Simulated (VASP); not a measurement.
The system is Al.

```
Al
1.0
     2.86000    0.00000    0.00000
    -1.43000    2.47683    0.00000
     0.00000    0.00000    4.67038
Al
2
Direct
  0.33333 0.66667 0.25000
  0.66667 0.33333 0.75000
```

This isn't the form of Al at room conditions, which is fcc.

```yaml
Program: VASP 6.6.1
Task: relaxation of cell and atoms
Functional: PBE
Potentials_or_basis: VASP PAW PBE potentials, release 64 (Al)
Cutoff: 500 eV
k_mesh: 9 × 9 × 5
Occupations: methfessel-paxton, width 0.1 eV
Spin: no spin polarisation
```

At the start: pressure 0.4 GPa; volume 16.54 Å³/atom.

Q: How do energy, volume and symmetry change on relaxing?

A: Over 7 steps the energy falls by 13.5 meV/atom and the volume is 16.68 Å³/atom (+0.8 %); space group P6_3/mmc (No. 194, to 0.1 Å) before and after.

The path:
```tsv
step	energy change (eV)	largest force (eV/Å)	pressure (GPa)	volume (Å³)
1	0.0000	0.0000	0.41	33.08
2	-0.0079	0.0000	-0.17	33.28
3	-0.0249	0.0000	-1.17	33.87
4	-0.0250	0.0000	-0.04	33.44
5	-0.0262	0.0000	-0.64	33.66
6	-0.0271	0.0000	-0.05	33.39
7	-0.0271	0.0000	0.01	33.36
```

Final structure:
```cif
data_structure
_symmetry_space_group_name_H-M 'P 1'
_symmetry_Int_Tables_number 1
_cell_length_a 2.8131
_cell_length_b 2.8131
_cell_length_c 4.8677
_cell_angle_alpha 90.000
_cell_angle_beta 90.000
_cell_angle_gamma 120.000
_cell_volume 33.36
loop_
_atom_site_label
_atom_site_type_symbol
_atom_site_fract_x
_atom_site_fract_y
_atom_site_fract_z
_atom_site_occupancy
Al1 Al 0.33333 0.66667 0.25000 1
Al2 Al 0.66667 0.33333 0.75000 1
```
